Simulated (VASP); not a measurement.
Crystal: NaI.

```
Na I
1.0
     4.26034    0.00000    0.00000
     0.00000    4.04054    0.00000
     0.00000    0.00000    4.04054
Na I
1 1
Direct
  0.00000 0.00000 0.00000
  0.50000 0.50000 0.50000
```

This cell differs from its parent crystal: uniaxial x strain +5.4%.

Base run:

- Program: VASP 6.6.1
- Functional: r2SCAN
- Potentials or basis: VASP PAW PBE potentials, release 64 (Na_pv, I)
- Cutoff: 520 eV
- k mesh: 6 × 6 × 6
- Occupations: gaussian, width 0.01 eV
- Spin: no spin polarisation

Its results: band gap on the k mesh 2.81 eV (least direct gap 3.26 eV); pressure -0.8 GPa.

Problem. The run is repeated on the same cell with these changes: functional from r2SCAN to PBE; occupations from gaussian, width 0.01 eV to fermi-dirac, width 0.02 eV. What comes out?

Solution. Band gap on the k mesh 2.07 eV (least direct gap 2.62 eV); pressure -0.5 GPa.

Caveats: spin-orbit coupling is left out, which moves the levels of the heavy elements; the PAW data sets were made with another functional, which shifts forces and pressure a little (at least some runs).

A k mesh can miss the band edges.
